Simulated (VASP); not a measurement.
# GaSb: relaxation of cell and atoms with PBEsol

The system is GaSb.

```xyz
2
Lattice="-2.7534 2.7534 1.5907 2.7534 -2.7534 1.5907 2.7534 2.7534 -1.5907" Properties=species:S:1:pos:R:3 pbc="T T T"
Ga    2.7534    0.0000    0.7954
Sb    0.0000    0.0000    0.0000
```

```json
{
 "Program": "VASP 6.6.1",
 "Task": "relaxation of cell and atoms",
 "Functional": "PBEsol",
 "Potentials or basis": "VASP PAW PBE potentials, release 64 (Ga_d, Sb)",
 "Cutoff": "600 eV",
 "k mesh": "16 × 16 × 16",
 "Occupations": "gaussian, width 0.1 eV",
 "Spin": "no spin polarisation",
 "Dipole correction": "no",
 "Further INCAR settings": "ALGO = Normal; EDIFF = 1e-06; IBRION = 2; EDIFFG = -0.005; NSW = 100; ISIF = 3"
}
```

* Relaxed volume: 22.89 Å³/atom
* Relaxed cell: a = 4.145 Å, b = 4.145 Å, c = 4.145 Å, α = 98.03°, β = 98.03°, γ = 136.10°
* Space group after relaxing (to 0.05 Å): I-4m2 (No. 119)
* Energy gained by relaxing: 11.7 meV/atom
* Ionic steps: 8
* Pressure after relaxing: 0.0 GPa
* Band gap on the k mesh: zero (band 9 reaches 8.76 eV, above the bottom of band 10 at 3.87 eV)

Step by step:
```csv
step,energy change (eV),largest force (eV/Å),pressure (GPa),volume (Å³)
1,0.0000,0.0000,-2.91,48.24
2,-0.0215,0.0000,0.70,45.25
3,-0.0226,0.0000,0.01,45.79
4,-0.0226,0.0000,0.10,45.74
5,-0.0231,0.0000,0.04,45.72
6,-0.0234,0.0000,0.03,45.69
7,-0.0234,0.0000,0.08,45.70
8,-0.0234,0.0000,-0.03,45.79
```

Final structure:
```
Ga Sb
1.0
    -2.71829    2.71829    1.54913
     2.71829   -2.71829    1.54913
     2.71829    2.71829   -1.54913
Ga Sb
1 1
Direct
  0.25000 0.75000 0.50000
  0.00000 0.00000 0.00000
```

Levels at points of the mesh, in eV from the Fermi level:
```
           k point  band 7  band 8  band 9  band 10  band 11  band 12
(0.00, 0.00, 0.00)   -2.92   -2.04   -2.04     3.26     5.53     7.32
(0.50, 0.00, 0.00)   -5.84   -2.49   -1.53    -1.25     2.32     3.38
(0.50, 0.50, 0.00)   -8.37   -0.05    1.75     2.18     2.32     4.93
(0.50, 0.50, 0.50)   -6.12   -5.30   -5.30     3.81     5.26    10.79
```

It took 13 min on 1 thread of Intel(R) Xeon(R) Platinum 8259CL CPU @ 2.50GHz (Skylake/Cascade Lake), with other jobs on the host, peak memory 0.46 GiB.

Caveat: the PAW data sets were made with another functional, which shifts forces and pressure a little; spin-orbit coupling is left out, which moves the levels of the heavy elements.
